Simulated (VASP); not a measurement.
Write the native input for VASP 6.6.1 that does the following.

| Item | Value |
| --- | --- |
| Task | relaxation of cell and atoms |
| Functional | PBE |
| Potentials or basis | VASP PAW PBE potentials, release 64 (Sn_d, Pb_d, O) |
| Cutoff | 600 eV |
| k mesh | 4 × 4 × 4 |
| Occupations | gaussian, width 0.1 eV |
| Spin | no spin polarisation |
| Dipole correction | no |
| Further INCAR settings | ALGO = Fast; EDIFF = 1e-06; IBRION = 2; EDIFFG = -0.04; NSW = 90; ISIF = 3 |

The structure of Sn2PbO2 lies in POSCAR:

```
Sn2PbO2
1.0
    4.0606956000      0.0000000000      0.0000000000
    0.0000000000      4.0606956000      0.0000000000
    0.0000000000      0.0000000000      6.6690667000
Sn Pb O
2 1 2
Direct
    0.5000000000      0.5000000000      0.5000000000
    0.0000000000      0.0000000000      0.0000000000
    0.0000000000      0.0000000000      0.5000000000
    0.5000000000      0.5000000000      0.0809411100
    0.5000000000      0.5000000000      0.9190588900
```

The cell was generated, and may not be a known phase.

One way to write it, as run:

INCAR

```
SYSTEM = Sn2PbO2
  ALGO = Fast
  EDIFF = 1E-6
  EDIFFG = -0.04
  ENCUT = 600
  GGA = PE
  IBRION = 2
  ISIF = 3
  ISMEAR = 0
  LASPH = .TRUE.
  LCHARG = .FALSE.
  LREAL = .FALSE.
  LWAVE = .FALSE.
  NELM = 60
  NSW = 90
  PREC = Accurate
  SIGMA = 0.1
```

KPOINTS

```
k-points
0
G
  4 4 4
  0 0 0
```

Potentials or basis: VASP PAW PBE potentials, release 64 (Sn_d, Pb_d, O).

Command:

```sh
$ cat potpaw_PBE.64/Sn_d/POTCAR potpaw_PBE.64/Pb_d/POTCAR potpaw_PBE.64/O/POTCAR > POTCAR
$ mpirun -np 1 vasp_std > vasp.out
```

It gave:

```yaml
Relaxed_volume: 22.40 Å³/atom
Relaxed_cell: a = 4.153 Å, b = 4.153 Å, c = 6.494 Å, α = 90.00°, β = 90.00°, γ = 90.00°
Space_group_after_relaxing_to_0.1_Å: P4/mmm (No. 123)
Pressure_after_relaxing: 0.0 GPa
Largest_force_after_relaxing: 0.021 eV/Å
Band_gap_on_the_k_mesh: zero (bands 27 and 28 overlap by 2.21 eV)
```

Caveat: the k points lie up to 0.38 Å⁻¹ apart in the final cell, too coarse for converged energies and pressures of a metal; the standard files for N, O and F lose accuracy on very short bonds; spin-orbit coupling is left out, which moves the levels of the heavy elements.

Run time: 52 min on 1 thread of Oxide Virtual Turin-like Processor (shared host), peak memory 0.25 GiB.
